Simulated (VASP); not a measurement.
# ReS2 in VASP: further runs

Runs on ReS2. Level: LDA. Tasks: single point.

All numbers are computed with VASP 6.6.1; they aren't measurements. Logs are shortened: lines on timing, memory, paths and dates and some standing lists are left out, and cuts for length are marked.

## 1. The cell of the first run

The cell holds a sheet with vacuum, 24 atoms: a = 6.295 Å, b = 6.398 Å, c = 23.000 Å, α = 90.00°, β = 90.00°, γ = 61.24°.

## 2. Single point, LDA

The input, INCAR:

```
SYSTEM = ReS2
PREC = Accurate ; ENCUT = 410
EDIFF = 1E-6 ; ISMEAR = 0
SIGMA = 0.01 ; LREAL = Auto
LASPH = .True. ; NELM = 120
ALGO = Normal ; ISIF = 2
LWAVE = .False. ; LCHARG = .False.
NBANDS = 126 ; GGA_COMPAT = .False.
NELMDL = -8
```

The input, KPOINTS:

```
regular mesh
0
Gamma
  4 4 1
  0 0 0
```

The input, POSCAR:

```
ReS2
1.0
    6.2948224531     -0.0068751391      0.0000000000
    3.0851180656      5.6055924670      0.0000000000
    0.0000000000      0.0000000000     23.0000000000
Re S
8 16
Direct
   -0.0585673173      0.3119422500      0.3672663474
    0.0641368984      0.6864267752      0.3717589131
    0.5147136288      0.2848570475      0.3688771326
    0.4906588476      0.7136228603      0.3701430984
    0.3026305945      0.1120343732      0.6282410554
    0.4253349356      0.4865189960      0.6327336388
    0.8761087380      0.0848383774      0.6298569035
    0.8520539839      0.5136041930      0.6311228921
    0.6864331150      0.9032873884      0.3185229265
    0.1477579822      0.9349271510      0.3112717555
   -0.1422209902      1.0633132972      0.4276207046
   -0.1817994414      0.6057260037      0.4372392287
    0.3190651980      1.0950814113      0.4205571897
    0.6476279994      0.4410709639      0.2941556790
    0.3575660707      0.5575247760      0.4449074985
    0.1870176886      0.3936499823      0.3018399556
    1.0477024814      0.7033798341      0.5794428198
    0.5089888018      0.7351479285      0.5723792968
    0.2190097415      0.8635339477      0.6887282210
    0.1797498082      0.4048107616      0.6981600756
    0.6803344907      0.8951739257      0.6814770537
    1.0092014070      0.2409365599      0.5550924981
    0.7191395870      0.3573902750      0.7058443313
    0.5485671328      0.1927351526      0.5627607841
```

Potentials or basis: VASP PAW LDA potentials, release 64 (Re_sv_GW, S).

On the command line:

```
cat potpaw_LDA.64/Re_sv_GW/POTCAR potpaw_LDA.64/S/POTCAR > POTCAR
mpirun -np 1 vasp_std > vasp.out
```

OUTCAR:

```text
SYSTEM = ReS2
   PREC = Accurate
   ENCUT = 410
   EDIFF = 1E-6
   ISMEAR = 0
   LREAL = Auto
   LASPH = .True.
   NELM = 120
   ISIF = 2
   NELMDL = -8

 ion  position               nearest neighbor table
   1  0.941  0.312  0.367-  12 2.31  14 2.34  11 2.35  16 2.39  13 2.43  10 2.48   4 2.76   3 2.77
                             2 2.85
   2  0.064  0.686  0.372-  16 2.30  15 2.34  10 2.36  12 2.39   9 2.43  11 2.48   3 2.76   4 2.77
                             1 2.85
   3  0.515  0.285  0.369-  15 2.33  14 2.34  11 2.36  16 2.39  13 2.42   9 2.44   4 2.67   2 2.76
                             1 2.77
   4  0.491  0.714  0.370-  14 2.33  15 2.34  10 2.36  12 2.40   9 2.42  13 2.44   3 2.67   1 2.76
                             2 2.77
   5  0.303  0.112  0.628-  20 2.30  22 2.34  19 2.36  24 2.39  21 2.43  18 2.48   8 2.76   7 2.77
                             6 2.85
   6  0.425  0.487  0.633-  24 2.31  23 2.34  18 2.35  20 2.39  17 2.43  19 2.48   7 2.76   8 2.77
                             5 2.85
   7  0.876  0.085  0.630-  23 2.33  22 2.34  19 2.36  24 2.40  21 2.42  17 2.44   8 2.67   6 2.76
                             5 2.77
   8  0.852  0.514  0.631-  22 2.33  23 2.34  18 2.36  20 2.39  17 2.42  21 2.44   7 2.67   5 2.76
                             6 2.77
   9  0.686  0.903  0.319-   4 2.42   2 2.43   3 2.44
  10  0.148  0.935  0.311-   2 2.36   4 2.36   1 2.48
  11  0.858  0.063  0.428-   1 2.35   3 2.36   2 2.48
  12  0.818  0.606  0.437-   1 2.31   2 2.39   4 2.40
  13  0.319  0.095  0.421-   3 2.42   1 2.43   4 2.44
  14  0.648  0.441  0.294-   4 2.33   3 2.34   1 2.34
[... 8 lines left out ...]
  23  0.719  0.357  0.706-   7 2.33   8 2.34   6 2.34
  24  0.549  0.193  0.563-   6 2.31   5 2.39   7 2.40

  LATTYP: Found a simple monoclinic cell.
 ALAT       =     6.2948262076
 B/A-ratio  =     3.6537942815
 C/A-ratio  =     1.0164674254
 COS(beta)  =    -0.4812066420

  Lattice vectors:

 A1 = (   6.2948224531,  -0.0068751391,   0.0000000000)
 A2 = (   0.0000000000,   0.0000000000,  23.0000000000)
 A3 = (  -3.0851180656,  -5.6055924670,   0.0000000000)

Analysis of symmetry for initial positions (statically):
=====================================================================
 Subroutine PRICEL returns:
 Original cell was already a primitive cell.

 Routine SETGRP: Setting up the symmetry group for a
 simple monoclinic supercell.

 Subroutine GETGRP returns: Found  2 space group operations
 (whereof  1 operations were pure point group operations)
 out of a pool of  4 trial point group operations.

The static configuration has the point symmetry C_1 .
 The point group associated with its full space group is S_2 .

[... 149 lines left out ...]
   ISYM   =      2    0-nonsym 1-usesym 2-fastsym
   POTIM  = 0.5000    time-step for ionic-motion
   TEBEG  =    0.0;   TEEND  =   0.0 temperature during run
   PSTRESS=    0.0 pullay stress
   NELECT =     216.0000    total number of electrons
   NUPDOWN=      -1.0000    fix difference up-down
   EMIN   =  10.00;   EMAX   =-10.00  energy-range for DOS
   EFERMI =   0.00;   METHOD = LEGACY
   ISMEAR =     0;   SIGMA  =   0.01  broadening in eV -4-tet -1-fermi 0-gaus
   EFERMI_NEDOS =   21; number of points for ismear=-14 and -15
   IALGO  =     38    algorithm
   IMIX   =      4    mixing-type and parameters
     AMIX     =   0.40;   BMIX     =  1.00
     AMIX_MAG =   1.60;   BMIX_MAG =  1.00
  volume/ion in A,a.u.               =      33.84       228.34
  Fermi-wavevector in a.u.,A,eV,Ry     =   1.052838  1.989575 15.081615  1.108467
  Thomas-Fermi vector in A             =   2.187936
   LORBIT       =      0    0 simple, 1 ext, 2 COOP (PROOUT), +10 PAW based schemes
   GGA     = CA    functional components
   LHFCALC =     F    Hartree Fock is set to
   AEXX    =    0.0000 exact exchange contribution
   IVDW    =     0    specifies the selected vdW correction
   LEPSILON=     F    determine dielectric tensor
   LRPA    =     F    only Hartree local field effects (RPA)
 non-spin polarized calculation
 Gauss-broadening in eV      SIGMA  =   0.01
  energy-cutoff  :      410.00
  volume of cell :      812.07
 maximum number of plane-waves:     15351
 NGX is ok and might be reduce to    42
   NGX = 21   NGY = 21   NGZ = 75

 number of electron     216.0000005 magnetization

 Free energy of the ion-electron system (eV)
  ---------------------------------------------------
  ext. energy  EPLUGINS =         0.00000000
  ---------------------------------------------------
  free energy    TOTEN  =      -213.38341994 eV

  energy without entropy =     -213.38341994  energy(sigma->0) =     -213.38341994

 E-fermi :   1.0406     XC(G=0):  -6.2980

 val. band max:        0.8511045739   @ k =   0.0000   0.0000   0.0000
 cond. band min:       2.1783304859   @ k =   0.0000   0.0000   0.0000
 fundamental gap:      1.3272259119
 Fermi energy:         1.0406347113

 k-point     1 :       0.0000    0.0000    0.0000
  band No.  band energies     occupation
      1     -78.8590      2.00000
      2     -78.8590      2.00000
      3     -78.8207      2.00000
      4     -78.8207      2.00000
      5     -78.8157      2.00000
      6     -78.8157      2.00000
[... 1219 lines left out ...]
    119       3.2828      0.00000
    120       3.4163      0.00000
 [bands above 120 left out]

------------------------ aborting loop because EDIFF is reached ----------------------------------------

  FORCE on cell =-STRESS in cart. coord.  units (eV):
  Direction    XX          YY          ZZ          XY          YZ          ZX
  --------------------------------------------------------------------------------------
  -------------------------------------------------------------------------------------
  Total       -0.1507520     -0.1238898     -0.5625003     -0.0123593     -0.0132319      0.0005401
  in kB       -0.2974267     -0.2444288     -1.1097868     -0.0243844     -0.0261060      0.0010656
  external PRESSURE =      -0.5505474 kB  Pullay stress =       0.0000000 kB

 VOLUME and BASIS-vectors are now :
 -----------------------------------------------------------------------------
  energy-cutoff  :      410.00
  volume of cell :      812.07
      direct lattice vectors                 reciprocal lattice vectors
     6.294822453 -0.006875139  0.000000000     0.158765282 -0.087378746  0.000000000
     3.085118066  5.605592467  0.000000000     0.000194722  0.178286107  0.000000000
     0.000000000  0.000000000 23.000000000     0.000000000  0.000000000  0.043478261

 POSITION                                       TOTAL-FORCE (eV/Angst)
 -----------------------------------------------------------------------------------
      6.88853      1.74215      8.44713         0.018725     -0.015689     -0.001650
      2.52144      3.84739      8.55046        -0.018832      0.015678      0.000162
      4.11885      1.59325      8.48417        -0.016569     -0.034485     -0.001475
      5.29022      3.99691      8.51329         0.016918      0.034805     -0.000471
      2.25065      0.62594     14.44954         0.018832     -0.015678     -0.000162
      4.17838      2.72430     14.55287        -0.018725      0.015689      0.001650
[... 16 lines left out ...]
      5.62945      1.99844     16.23442         0.000682     -0.000417      0.019200
      4.04774      1.07662     12.94350        -0.000985     -0.001312     -0.021649
 -----------------------------------------------------------------------------------
    total drift:                                0.001278      0.003599      0.003432

  FREE ENERGIE OF THE ION-ELECTRON SYSTEM (eV)
  ---------------------------------------------------
  free  energy   TOTEN  =      -213.3834199413 eV

  energy  without entropy=     -213.3834199413  energy(sigma->0) =     -213.38341994
```

stdout:

```text
POSCAR found type information on POSCAR ReS
 POSCAR found :  2 types and      24 ions
 scaLAPACK will be used
 LDA part: xc-table for (Slater(with rela. corr.)+CA(PZ))
 , standard interpolation
 POSCAR, INCAR and KPOINTS ok, starting setup
 FFT: planning ... GRIDC
 FFT: planning ... GRID_SOFT
 FFT: planning ... GRID
 WAVECAR not read
 entering main loop
```

Wall time 25 min (1 thread of Intel Xeon Platinum 8488C (Sapphire Rapids), shared host); peak memory 0.7 GiB.

What came out:

```
Free energy            : -213.3834 eV
Largest force          : 0.039 eV/Å
Band gap on the k mesh : 1.33 eV
```

Forces on the atoms (eV/Å):
```
Re   0.019 -0.016 -0.002
Re  -0.019  0.016  0.000
Re  -0.017 -0.034 -0.001
Re   0.017  0.035  0.000
Re   0.019 -0.016  0.000
Re  -0.019  0.016  0.002
Re  -0.017 -0.035  0.000
Re   0.017  0.034  0.001
S    0.001  0.003 -0.021
S    0.000  0.002 -0.019
S    0.000 -0.002  0.019
S    0.001  0.001  0.022
S    0.001 -0.003  0.021
S   -0.001  0.000 -0.019
S    0.000  0.000  0.018
S    0.000 -0.001 -0.022
S   -0.001  0.003 -0.021
S    0.000  0.002 -0.019
S    0.000 -0.002  0.019
S    0.000  0.001  0.022
S   -0.001 -0.003  0.021
S    0.000  0.000 -0.018
S    0.001  0.000  0.019
S   -0.001 -0.001 -0.022
```

Levels at points of the mesh, in eV from the valence-band top:
```tsv
k point	band 106	band 107	band 108	band 109	band 110	band 111
(0.00, 0.00, 0.00)	-0.27	-0.19	0.00	1.33	1.42	1.97
(0.50, 0.00, 0.00)	-0.52	-0.44	-0.38	1.58	1.70	1.84
(0.00, 0.50, 0.00)	-0.36	-0.22	-0.20	1.55	1.69	1.83
(0.50, 0.50, 0.00)	-0.51	-0.45	-0.45	1.59	1.65	1.74
```

Caveat: spin-orbit coupling is left out, which moves the levels of the heavy elements.

## 3. Single point, LDA

This run uses another cell than the first one.

The input, INCAR:

```
SYSTEM = ReS2
ALGO = Normal
EDIFF = 1E-6
ENCUT = 410
GGA = CA
GGA_COMPAT = .FALSE.
ISIF = 2
ISMEAR = 0
LASPH = .TRUE.
LCHARG = .FALSE.
LREAL = Auto
LWAVE = .FALSE.
NBANDS = 126
NELM = 120
NELMDL = -8
PREC = Accurate
SIGMA = 0.01
```

The input, KPOINTS:

```
k-points
0
G
  4 4 1
  0 0 0
```

The input, POSCAR:

```
ReS2
1.0
    6.3355089393      0.0000000000      0.0000000000
    3.1112149501      5.6366336777      0.0000000000
    0.0000000000      0.0000000000     23.0000000000
Re S
8 16
Direct
    0.1217509518      0.2112687337      0.3653067994
    0.2450136531      0.5872257259      0.3694618331
    0.6948876457      0.1860222256      0.3668415341
    0.6718826780      0.6124710129      0.3679249952
    0.1217509518      0.2112687337      0.6305241907
    0.2450136531      0.5872257259      0.6346792244
    0.6948876457      0.1860222256      0.6320589254
    0.6718826780      0.6124710129      0.6331423865
    0.8663834063      0.8035865928      0.3158850369
    0.3307780708      0.8320972237      0.3087007631
    0.0360291291      0.9663328396      0.4260844165
    0.0008929480      0.5029257807      0.4351155771
    0.5003993430      0.9948860370      0.4188878189
    0.8301116125      0.3387288555      0.2918739789
    0.5366324604      0.4597124372      0.4429240769
    0.3658437923      0.2955096511      0.2996888219
    0.8663834063      0.8035865928      0.5811024282
    0.3307780708      0.8320972237      0.5739181545
    0.0360291291      0.9663328396      0.6913018078
    0.0008929480      0.5029257807      0.7003329684
    0.5003993430      0.9948860370      0.6841052102
    0.8301116125      0.3387288555      0.5570913702
    0.5366324604      0.4597124372      0.7081414682
    0.3658437923      0.2955096511      0.5649062132
```

Potentials or basis: VASP PAW LDA potentials, release 64 (Re_sv_GW, S).

On the command line:

```
cat potpaw_LDA.64/Re_sv_GW/POTCAR potpaw_LDA.64/S/POTCAR > POTCAR
mpirun -np 1 vasp_std > vasp.out
```

Wall time 36 min (1 thread of Intel Xeon Platinum 8559C (Emerald Rapids), shared host); peak memory 0.73 GiB.

Results (log left out):

```yaml
Free_energy: -213.2164 eV
Largest_force: 0.404 eV/Å
Band_gap_on_the_k_mesh: 1.31 eV
```

Forces in eV/Å, atoms in the order of the input:
```
Re   0.121 -0.039 -0.069
Re  -0.125  0.005  0.091
Re  -0.090 -0.144  0.018
Re   0.111  0.129  0.058
Re   0.121 -0.010 -0.074
Re  -0.125  0.035  0.087
Re  -0.114 -0.133 -0.040
Re   0.088  0.140  0.000
S    0.011  0.011  0.239
S   -0.036  0.119  0.196
S    0.030 -0.122 -0.180
S    0.031  0.118 -0.178
S   -0.024 -0.016 -0.231
S   -0.051  0.048  0.202
S   -0.126  0.095 -0.371
S    0.037 -0.067  0.160
S    0.024  0.016  0.229
S   -0.031  0.127  0.174
S    0.035 -0.113 -0.203
S   -0.033  0.068 -0.174
S   -0.011 -0.011 -0.241
S    0.130 -0.093  0.357
S    0.054 -0.046 -0.217
S   -0.026 -0.118  0.165
```

Levels at points of the mesh, in eV from the valence-band top:
| k point | band 105 | band 106 | band 107 | band 108 | band 109 | band 110 | band 111 | band 112 |
| --- | --- | --- | --- | --- | --- | --- | --- | --- |
| (0.00, 0.00, 0.00) | -0.39 | -0.26 | -0.15 | 0.00 | 1.31 | 1.44 | 1.99 | 2.01 |
| (0.50, 0.00, 0.00) | -0.54 | -0.46 | -0.37 | -0.36 | 1.59 | 1.62 | 1.93 | 1.97 |
| (0.00, 0.50, 0.00) | -0.42 | -0.33 | -0.20 | -0.15 | 1.65 | 1.71 | 1.83 | 1.88 |
| (0.50, 0.50, 0.00) | -0.47 | -0.45 | -0.40 | -0.37 | 1.65 | 1.65 | 1.82 | 1.87 |

Caveat: spin-orbit coupling is left out, which moves the levels of the heavy elements.
